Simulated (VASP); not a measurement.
Write the native input for VASP 6.6.1 that does the following.

```
Task                   : single point
Functional             : PBE
Potentials or basis    : VASP PAW PBE potentials, release 64 (Sc_sv, N, Al)
Cutoff                 : 520 eV
k mesh                 : 8 × 8 × 6
Occupations            : gaussian, width 0.01 eV
Spin                   : no spin polarisation
Dipole correction      : no
Further INCAR settings : ALGO = Normal; EDIFF = 1e-06; NBANDS = 20
```

The structure of ScAlN2 lies in POSCAR:

```
ScAlN2
1.0
    3.0446085440      0.0000000000      0.0000000000
    0.0000000000      3.0446085440      0.0000000000
    0.0000000000      0.0000000000      4.3189807810
Sc N Al
1 2 1
Direct
    0.0000000000      0.0000000000      0.0000000000
    0.0000000000      0.0000000000      0.5000000000
    0.5000000000      0.5000000000      0.0000000000
    0.5000000000      0.5000000000      0.5000000000
```

These files were run (other wordings do the same):

INCAR

```
SYSTEM = ScAlN2
PREC = Accurate
ENCUT = 520
EDIFF = 1E-6
ISMEAR = 0
SIGMA = 0.01
LREAL = .False.
LASPH = .True.
NELM = 60
ALGO = Normal
ISIF = 2
LWAVE = .False.
LCHARG = .False.
GGA = PE
NBANDS = 20
```

KPOINTS

```
Automatic mesh
0
Gamma
  8 8 6
  0 0 0
```

Potentials or basis: VASP PAW PBE potentials, release 64 (Sc_sv, N, Al).

Launch:

```console
$ cat potpaw_PBE.64/Sc_sv/POTCAR potpaw_PBE.64/N/POTCAR potpaw_PBE.64/Al/POTCAR > POTCAR
$ mpirun -np 1 vasp_std > vasp.out
```

It gave:

The pressure is 4.3 GPa and the band gap on the k mesh is 0.69 eV, direct.

Wall time 14 s on 1 thread of Intel(R) Xeon(R) 6975P-C (Granite Rapids), on a shared host, peak memory 0.18 GiB.
